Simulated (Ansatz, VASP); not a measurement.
**Ga: VASP beside Ansatz**

Contents of INCAR:

```
  ALGO = Normal
  DIPOL = 0.5 0.5 0.500
  EDIFF = 1E-7
  ENCUT = 520
  GGA = PE
  IDIPOL = 3
  ISIF = 2
  ISMEAR = -1
  LASPH = True
  LCHARG = True
  LDIPOL = True
  LELF = True
  LREAL = False
  LVACPOTAV = True
  LVHAR = True
  LWAVE = False
  NBANDS = 62
  NELM = 100
  PREC = Accurate
  SIGMA = 0.05
```

Contents of KPOINTS:

```
k-points
0
Gamma
  9 6 1
```

Contents of POSCAR:

```
Ga
1.0
    2.8080000000      0.0000000000      0.0000000000
    0.0000000000      4.4580000000      0.0000000000
    0.0000000000      0.0000000000     24.8280000000
Ga
8
Direct
    0.5000000000      0.5000000000      0.3020782987
    0.0000000000      0.0000000000      0.3586273562
    0.5000000000      0.5000000000      0.4151764137
    0.0000000000      0.0000000000      0.4717254712
    0.5000000000      0.5000000000      0.5282745288
    0.0000000000      0.0000000000      0.5848235863
    0.5000000000      0.5000000000      0.6413726438
    0.0000000000      0.0000000000      0.6979217013
```

Contents of input.yaml:

```yaml
crystal:
  lattice:
    - [2.808, 0.0, 0.0]
    - [0.0, 4.458, 0.0]
    - [0.0, 0.0, 24.828]
  atoms:
    - { symbol: Ga, position: [0.5, 0.5, 0.3020782987] }
    - { symbol: Ga, position: [0.0, 0.0, 0.3586273562] }
    - { symbol: Ga, position: [0.5, 0.5, 0.4151764137] }
    - { symbol: Ga, position: [0.0, 0.0, 0.4717254712] }
    - { symbol: Ga, position: [0.5, 0.5, 0.5282745288] }
    - { symbol: Ga, position: [0.0, 0.0, 0.5848235863] }
    - { symbol: Ga, position: [0.5, 0.5, 0.6413726438] }
    - { symbol: Ga, position: [0.0, 0.0, 0.6979217013] }
hamiltonian:
  xc: pbe
  pseudopotentials: { kind: paw }
kpoints:
  mp_grid: { grid: [9, 6, 1] }
scf:
  occupations: { method: fermi_dirac, width: 0.05 }
output:
  forces: true
  eigenvalues: true
  write_density: true
  write_potential: true
  elf: true
  volumetric_format: npy
efield:
  axis: 3
  dipole_correction: true
  ramp_width: 0.04
```

Alike in both runs: task single point; functional PBE; k mesh 9 × 6 × 1; occupations fermi-dirac, width 0.05 eV; no spin polarisation.

```csv
,VASP,Ansatz
version,VASP 6.6.1,Ansatz 0.2.0
potentials or method,"VASP PAW PBE potentials, release 64 (Ga_d)",Ansatz PAW
plane-wave cutoff (eV),520,420
valence electrons in the cell,104,104
```

|  | VASP | Ansatz | Ansatz less VASP |
| --- | --- | --- | --- |
| gap on the k mesh at the Fermi level (eV) | none | none | - |
| rms of the force components (eV/Å) | 0.096 | 0.094 | -0.0020 |
| work function, face that differs most (eV) | 4.09 | 4.09 | +0.001 |

Atom by atom the forces differ by 0.003 eV/Å (rms over components). A gap of «none» marks a metal or a gap that the smearing closes. The functional is the same, so the differences come from potentials, cutoffs and numerics.
